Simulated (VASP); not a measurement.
# Ga4As3P (P-43m) in VASP: density of states with PBE

Aim: the density of states of Ga4As3P with PBE.

All numbers are computed with VASP 6.6.1; they aren't measurements. Logs are shortened: lines on timing, memory, paths and dates and some standing lists are left out, and cuts for length are marked.

### Step 1. The cell of the first run

It takes space group P-43m (No. 215, cubic). Conventional cell: a = 5.683 Å, b = 5.683 Å, c = 5.683 Å, α = 90.00°, β = 90.00°, γ = 90.00°. Within 3.2 Å of Ga (site symmetry 3m) lie 1 P at 2.41 Å and 3 As at 2.48 Å. Within 3.2 Å of P (site symmetry -43m) lie 4 Ga at 2.41 Å. Within 3.3 Å of As (site symmetry -42m) lie 4 Ga at 2.48 Å.

### Step 2. Density of states, PBE

POSCAR

```
Ga4As3P
1.0
    5.6829104563      0.0000000000      0.0000000000
    0.0000000000      5.6829104563      0.0000000000
    0.0000000000      0.0000000000      5.6829104563
Ga P As
4 1 3
Direct
    0.7453153016      0.7453153016      0.7453153016
    0.7453153016      0.2546846984      0.2546846984
    0.2546846984      0.7453153016      0.2546846984
    0.2546846984      0.2546846984      0.7453153016
    0.5000000000      0.5000000000      0.5000000000
    0.0000000000      0.0000000000      0.5000000000
    0.0000000000      0.5000000000      0.0000000000
    0.5000000000      0.0000000000      0.0000000000
```

INCAR.step1

```
ALGO = Normal
EDIFF = 1E-6
ENCUT = 520
GGA = PE
ISIF = 2
ISMEAR = 0
LASPH = True
LCHARG = True
LREAL = False
LWAVE = False
NBANDS = 46
NELM = 80
PREC = Accurate
SIGMA = 0.02
```

KPOINTS.step1

```
k-points
0
Gamma
  6 6 6
```

INCAR.step2

```
ALGO = Normal
EDIFF = 1E-6
ENCUT = 520
GGA = PE
ICHARG = 11
ISIF = 2
ISMEAR = -5
LASPH = True
LCHARG = False
LORBIT = 11
LREAL = False
LWAVE = False
NEDOS = 2001
NELM = 80
PREC = Accurate
SIGMA = 0.02
```

KPOINTS.step2

```
k-points
0
Gamma
  9 9 9
```

Potentials or basis: VASP PAW PBE potentials, release 64 (Ga_d, P, As).

On the command line:

```console
> cat potpaw_PBE.64/Ga_d/POTCAR potpaw_PBE.64/P/POTCAR potpaw_PBE.64/As/POTCAR > POTCAR
> cp INCAR.step1 INCAR
> cp KPOINTS.step1 KPOINTS
> mpirun -np 1 vasp_std > vasp.out
> cp INCAR.step2 INCAR
> cp KPOINTS.step2 KPOINTS
> mpirun -np 1 vasp_std > vasp.out
```

OUTCAR:

```text
EDIFF = 1E-6
   ENCUT = 520
   GGA = PE
   ICHARG = 11
   ISIF = 2
   ISMEAR = -5
   LASPH = True
   LORBIT = 11
   LREAL = False
   NELM = 80
   PREC = Accurate

 ion  position               nearest neighbor table
   1  0.745  0.745  0.745-   5 2.41   6 2.48   7 2.48   8 2.48
   2  0.745  0.255  0.255-   5 2.41   6 2.48   7 2.48   8 2.48
   3  0.255  0.745  0.255-   5 2.41   6 2.48   7 2.48   8 2.48
   4  0.255  0.255  0.745-   5 2.41   6 2.48   7 2.48   8 2.48
   5  0.500  0.500  0.500-   1 2.41   2 2.41   3 2.41   4 2.41
   6  0.000  0.000  0.500-   1 2.48   2 2.48   3 2.48   4 2.48
   7  0.000  0.500  0.000-   1 2.48   2 2.48   3 2.48   4 2.48
   8  0.500  0.000  0.000-   1 2.48   2 2.48   3 2.48   4 2.48

  LATTYP: Found a simple cubic cell.
 ALAT       =     5.6829104563

  Lattice vectors:

 A1 = (   5.6829104563,   0.0000000000,   0.0000000000)
 A2 = (   0.0000000000,   5.6829104563,   0.0000000000)
 A3 = (   0.0000000000,   0.0000000000,   5.6829104563)

Analysis of symmetry for initial positions (statically):
=====================================================================
 Subroutine PRICEL returns:
 Original cell was already a primitive cell.

 Routine SETGRP: Setting up the symmetry group for a
 simple cubic supercell.

 Subroutine GETGRP returns: Found 24 space group operations
 (whereof 24 operations were pure point group operations)
 out of a pool of 48 trial point group operations.

The static configuration has the point symmetry T_d .

Analysis of symmetry for dynamics (positions and initial velocities):
=====================================================================
 Subroutine PRICEL returns:
 Original cell was already a primitive cell.

 Routine SETGRP: Setting up the symmetry group for a
 simple cubic supercell.

 Subroutine GETGRP returns: Found 24 space group operations
 (whereof 24 operations were pure point group operations)
 out of a pool of 48 trial point group operations.

The dynamic configuration has the point symmetry T_d .

 Subroutine INISYM returns: Found 24 space group operations
 (whereof 24 operations are pure point group operations),
 and found     1 'primitive' translations

----------------------------------------------------------------------------------------

                                     Primitive cell

  volume of cell :     183.5323

  direct lattice vectors                    reciprocal lattice vectors
     5.682910456  0.000000000  0.000000000     0.175966172  0.000000000  0.000000000
     0.000000000  5.682910456  0.000000000     0.000000000  0.175966172  0.000000000
     0.000000000  0.000000000  5.682910456     0.000000000  0.000000000  0.175966172

  length of vectors
     5.682910456  5.682910456  5.682910456     0.175966172  0.175966172  0.175966172

  position of ions in fractional coordinates (direct lattice)
     0.745315302  0.745315302  0.745315302
     0.745315302  0.254684698  0.254684698
     0.254684698  0.745315302  0.254684698
     0.254684698  0.254684698  0.745315302
     0.500000000  0.500000000  0.500000000
     0.000000000  0.000000000  0.500000000
     0.000000000  0.500000000  0.000000000
     0.500000000  0.000000000  0.000000000

  ion indices of the primitive-cell ions
   primitive index   ion index
                 1           1
                 2           2
                 3           3
                 4           4
                 5           5
                 6           6
                 7           7
                 8           8

----------------------------------------------------------------------------------------

 KPOINTS: k-points

Automatic generation of k-mesh.
 Grid dimensions read from file:
 generate k-points for:    9    9    9

 Generating k-lattice:

  Cartesian coordinates                     Fractional coordinates (reciprocal lattice)
     0.019551797  0.000000000  0.000000000     0.111111111  0.000000000  0.000000000
     0.000000000  0.019551797  0.000000000     0.000000000  0.111111111  0.000000000
     0.000000000  0.000000000  0.019551797     0.000000000  0.000000000  0.111111111

  Length of vectors
     0.019551797  0.019551797  0.019551797

  Shift w.r.t. Gamma in fractional coordinates (k-lattice)
     0.000000000  0.000000000  0.000000000

 TETIRR: Found    353 inequivalent tetrahedra from     4374

 Subroutine IBZKPT returns following result:
 ===========================================

 Found     35 irreducible k-points:

 Following reciprocal coordinates:
            Coordinates               Weight
  0.000000  0.000000  0.000000      1.000000
  0.111111  0.000000  0.000000      6.000000
  0.222222  0.000000  0.000000      6.000000
  0.333333  0.000000  0.000000      6.000000
  0.444444  0.000000  0.000000      6.000000
  0.111111  0.111111  0.000000     12.000000
[... 16 lines left out ...]
  0.333333  0.333333  0.111111     24.000000
  0.444444  0.333333  0.111111     48.000000
 [... further k-points ...]
   k-points           NKPTS =     35   k-points in BZ     NKDIM =     35   number of bands    NBANDS=     43
   number of dos      NEDOS =   2001   number of ions     NIONS =      8
   total plane-waves  NPLWV =  74088
   dimension x,y,z NGX =    42 NGY =   42 NGZ =   42
   dimension x,y,z NGXF=    84 NGYF=   84 NGZF=   84
   ions per type =               4   1   3
   NGX,Y,Z   is equivalent  to a cutoff of  12.29, 12.29, 12.29 a.u.
   NGXF,Y,Z  is equivalent  to a cutoff of  24.57, 24.57, 24.57 a.u.
 SYSTEM =  unknown system
   PREC   = accura    normal or accurate (medium, high low for compatibility)
   ISTART =      0    job   : 0-new  1-cont  2-samecut
   ICHARG =     11    charge: 1-file 2-atom 10-const
   ISPIN  =      1    spin polarized calculation?
   LNONCOLLINEAR =      F non collinear calculations
   LSORBIT =      F    spin-orbit coupling
   LASPH  =      T    aspherical Exc in radial PAW
   ENCUT  =  520.0 eV  38.22 Ry    6.18 a.u.  10.57 10.57 10.57*2*pi/ulx,y,z
   NELM   =     80;   NELMIN=  2; NELMDL=  0     # of ELM steps
   EDIFF  = 0.1E-05   stopping-criterion for ELM
   LREAL  =      F    real-space projection
   EDIFFG = 0.1E-04   stopping-criterion for IOM
   NSW    =      0    number of steps for IOM
   IBRION =     -1    ionic relax: 0-MD 1-quasi-New 2-CG
   NFREE  =      0    steps in history (QN), initial steepest desc. (CG)
   ISIF   =      2    stress and relaxation
   ISYM   =      2    0-nonsym 1-usesym 2-fastsym
   POTIM  = 0.5000    time-step for ionic-motion
   TEBEG  =    0.0;   TEEND  =   0.0 temperature during run
   PSTRESS=    0.0 pullay stress
   NELECT =      72.0000    total number of electrons
   NUPDOWN=      -1.0000    fix difference up-down
   EMIN   =  10.00;   EMAX   =-10.00  energy-range for DOS
   EFERMI =   0.00;   METHOD = LEGACY
   ISMEAR =    -5;   SIGMA  =   0.02  broadening in eV -4-tet -1-fermi 0-gaus
   EFERMI_NEDOS =   21; number of points for ismear=-14 and -15
   IALGO  =     38    algorithm
   IMIX   =      4    mixing-type and parameters
     AMIX     =   0.40;   BMIX     =  1.00
     AMIX_MAG =   1.60;   BMIX_MAG =  1.00
  volume/ion in A,a.u.               =      22.94       154.82
  Fermi-wavevector in a.u.,A,eV,Ry     =   1.198436  2.264716 19.541352  1.436249
  Thomas-Fermi vector in A             =   2.334325
   LORBIT       =     11    0 simple, 1 ext, 2 COOP (PROOUT), +10 PAW based schemes
   GGA     = PE    functional components
   LHFCALC =     F    Hartree Fock is set to
   AEXX    =    0.0000 exact exchange contribution
   IVDW    =     0    specifies the selected vdW correction
   LEPSILON=     F    determine dielectric tensor
   LRPA    =     F    only Hartree local field effects (RPA)
 non-spin polarized calculation
 Fermi weights with tetrahedron method with Bloechl corrections
  energy-cutoff  :      520.00
  volume of cell :      183.53
 maximum number of plane-waves:      4962

 number of electron      71.9999914 magnetization

 Free energy of the ion-electron system (eV)
  ---------------------------------------------------
  ext. energy  EPLUGINS =         0.00000000
  ---------------------------------------------------
  free energy    TOTEN  =       -33.89582902 eV

  energy without entropy =      -33.89582902  energy(sigma->0) =      -33.89582902

 E-fermi :   3.7225     XC(G=0):  -9.4591

 val. band max:        3.7166305943   @ k =   0.0000   0.0000   0.0000
 cond. band min:       4.2044241946   @ k =   0.0000   0.0000   0.0000
 fundamental gap:      0.4877936003
 Fermi energy:         3.7225024523

 k-point     1 :       0.0000    0.0000    0.0000
  band No.  band energies     occupation
      1     -11.0762      2.00000
      2     -11.0762      2.00000
      3     -11.0665      2.00000
      4     -10.9765      2.00000
      5     -10.9765      2.00000
      6     -10.9765      2.00000
[... 35 lines left out ...]
     42       5.4068      0.00000
     43       5.5578      0.00000

 k-point     2 :       0.1111    0.0000    0.0000
  band No.  band energies     occupation
      1     -11.0747      2.00000
      2     -11.0741      2.00000
      3     -11.0649      2.00000
      4     -10.9803      2.00000
      5     -10.9752      2.00000
      6     -10.9752      2.00000
[... 1004 lines left out ...]
 k-point    24 :       0.4444    0.3333    0.1111
  band No.  band energies     occupation
      1     -11.0519      2.00000
      2     -11.0483      2.00000
      3     -11.0385      2.00000
      4     -11.0283      2.00000
      5     -10.9615      2.00000
      6     -10.9597      2.00000
[... 35 lines left out ...]
     42       7.9805      0.00000
     43       8.0966      0.00000

 [... further k-points ...]

------------------------ aborting loop because EDIFF is reached ----------------------------------------

  FORCE on cell =-STRESS in cart. coord.  units (eV):
  Direction    XX          YY          ZZ          XY          YZ          ZX
  --------------------------------------------------------------------------------------
  -------------------------------------------------------------------------------------
  Total       -0.0105137     -0.0105137     -0.0105137      0.0000000     -0.0000000      0.0000000
  in kB       -0.0917808     -0.0917808     -0.0917808      0.0000000     -0.0000000      0.0000000
  external PRESSURE =      -0.0917808 kB  Pullay stress =       0.0000000 kB

 VOLUME and BASIS-vectors are now :
 -----------------------------------------------------------------------------
  energy-cutoff  :      520.00
  volume of cell :      183.53
      direct lattice vectors                 reciprocal lattice vectors
     5.682910456  0.000000000  0.000000000     0.175966172  0.000000000  0.000000000
     0.000000000  5.682910456  0.000000000     0.000000000  0.175966172  0.000000000
     0.000000000  0.000000000  5.682910456     0.000000000  0.000000000  0.175966172

 POSITION                                       TOTAL-FORCE (eV/Angst)
 -----------------------------------------------------------------------------------
      4.23556      4.23556      4.23556        -0.003465     -0.003465     -0.003465
      4.23556      1.44735      1.44735        -0.003465      0.003465      0.003465
      1.44735      4.23556      1.44735         0.003465     -0.003465      0.003465
      1.44735      1.44735      4.23556         0.003465      0.003465     -0.003465
      2.84146      2.84146      2.84146        -0.000000     -0.000000     -0.000000
      0.00000      0.00000      2.84146        -0.000000     -0.000000     -0.000000
      0.00000      2.84146      0.00000        -0.000000     -0.000000      0.000000
      2.84146      0.00000      0.00000        -0.000000     -0.000000     -0.000000
 -----------------------------------------------------------------------------------
    total drift:                                0.000000      0.000000      0.000000

  FREE ENERGIE OF THE ION-ELECTRON SYSTEM (eV)
  ---------------------------------------------------
  free  energy   TOTEN  =       -33.8958290194 eV

  energy  without entropy=      -33.8958290194  energy(sigma->0) =      -33.89582902

 total charge

# of ion       s       p       d       tot
------------------------------------------
    1        0.877   0.770   9.991  11.638
    2        0.877   0.770   9.991  11.638
    3        0.877   0.770   9.991  11.638
    4        0.877   0.770   9.991  11.638
    5        1.029   1.473   0.000   2.502
    6        1.212   1.575   0.029   2.816
    7        1.212   1.575   0.029   2.816
    8        1.212   1.575   0.029   2.816
--------------------------------------------------
tot          8.174   9.280  40.048  57.502
```

Run time: 3.4 min. Hardware: 1 thread of AMD EPYC 7R13 (Zen 3), shared host; peak memory 0.36 GiB.

Results:

| Quantity | Value |
| --- | --- |
| Valence electrons inside the program's atomic spheres | Ga 11.64; P 2.50; As 2.82 |
